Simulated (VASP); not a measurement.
Write the native input for VASP 6.6.1 that does the following.

* Task: relaxation of cell and atoms
* Functional: r2SCAN
* Potentials or basis: VASP PAW PBE potentials, release 64 (Zn, Sn_d, P)
* Cutoff: 550 eV
* k mesh: 6 × 6 × 6
* Occupations: fermi-dirac, width 0.02 eV
* Spin: no spin polarisation
* Dipole correction: no
* Further INCAR settings: ALGO = Normal; EDIFF = 1e-07; IBRION = 2; EDIFFG = -0.005; NSW = 80; ISIF = 3

Crystal: ZnSnP2.

```
CELL_PARAMETERS angstrom
-2.85113 2.85113 5.71686
2.85113 -2.85113 5.71686
2.85113 2.85113 -5.71686
ATOMIC_POSITIONS crystal
Zn 0.75000 0.25000 0.50000
Zn 0.00000 0.00000 0.00000
Sn 0.25000 0.75000 0.50000
Sn 0.50000 0.50000 0.00000
P 0.37500 0.35279 0.47779
P 0.64721 0.12500 0.02221
P 0.10279 0.62500 0.97779
P 0.87500 0.89721 0.52221
```

One way to write it, as run:

POSCAR

```
ZnSnP2
1.0
   -2.8511251118      2.8511251118      5.7168577725
    2.8511251118     -2.8511251118      5.7168577725
    2.8511251118      2.8511251118     -5.7168577725
Zn Sn P
2 2 4
Direct
    0.7500000000      0.2500000000      0.5000000000
    0.0000000000      0.0000000000      0.0000000000
    0.2500000000      0.7500000000      0.5000000000
    0.5000000000      0.5000000000      0.0000000000
    0.3750000000      0.3527945212      0.4777945212
    0.6472054788      0.1250000000      0.0222054788
    0.1027945212      0.6250000000      0.9777945212
    0.8750000000      0.8972054788      0.5222054788
```

INCAR.step1

```
ALGO     = Normal         # electronic algorithm
EDIFF    = 1E-5           # SCF threshold, eV
EDIFFG   = -0.005         # ionic threshold
ENCUT    = 550            # plane-wave cutoff, eV
GGA      = PE             # functional
GGA_COMPAT= F            
IBRION   = 2              # ionic algorithm
ISIF     = 3              # what is computed and relaxed
ISMEAR   = -1             # smearing method
KPAR     = 4            
LASPH    = T              # aspherical terms in the spheres
LCHARG   = F              # write CHGCAR
LREAL    = F              # projectors in reciprocal space
LWAVE    = T              # write WAVECAR
NELM     = 120            # most SCF steps
NELMIN   = 4            
NSW      = 100            # ionic steps
PREC     = Accurate       # precision mode
SIGMA    = 0.02           # smearing width, eV
```

INCAR.step2

```
ALGO     = Normal         # electronic algorithm
EDIFF    = 1E-7           # SCF threshold, eV
EDIFFG   = -0.005         # ionic threshold
ENCUT    = 550            # plane-wave cutoff, eV
GGA_COMPAT= F            
IBRION   = 2              # ionic algorithm
ISIF     = 3              # what is computed and relaxed
ISMEAR   = -1             # smearing method
ISTART   = 1            
KPAR     = 4            
LASPH    = T              # aspherical terms in the spheres
LCHARG   = F              # write CHGCAR
LMIXTAU  = T            
LREAL    = F              # projectors in reciprocal space
LWAVE    = F              # write WAVECAR
METAGGA  = R2SCAN         # meta-GGA
NELM     = 120            # most SCF steps
NELMIN   = 4            
NSW      = 80             # ionic steps
PREC     = Accurate       # precision mode
SIGMA    = 0.02           # smearing width, eV
```

KPOINTS

```
k-points
0
Gamma
  6 6 6
```

Potentials or basis: VASP PAW PBE potentials, release 64 (Zn, Sn_d, P).

Command:

```bash
$ cat potpaw_PBE.64/Zn/POTCAR potpaw_PBE.64/Sn_d/POTCAR potpaw_PBE.64/P/POTCAR > POTCAR
$ cp INCAR.step1 INCAR
$ mpirun -np 4 vasp_std > vasp.out
$ cp INCAR.step2 INCAR
$ mpirun -np 4 vasp_std > vasp.out
```

It gave:

* Relaxed volume: 22.57 Å³/atom
* Relaxed cell: a = 6.929 Å, b = 6.929 Å, c = 6.929 Å, α = 131.90°, β = 131.90°, γ = 70.39°
* Space group after relaxing (to 0.05 Å): I-42d (No. 122)
* Energy gained by relaxing: 4.7 meV/atom
* Ionic steps: 5
* Pressure after relaxing: 0.0 GPa
* Largest force after relaxing: 0.005 eV/Å
* Band gap on the k mesh: 1.26 eV, direct

Caveat: the PAW data sets were made with another functional, which shifts forces and pressure a little; spin-orbit coupling is left out, which moves the levels of the heavy elements.

It took 16 min on 4 MPI ranks on Intel(R) Xeon(R) 6975P-C (Granite Rapids) (shared host), peak memory 0.63 GiB a rank.
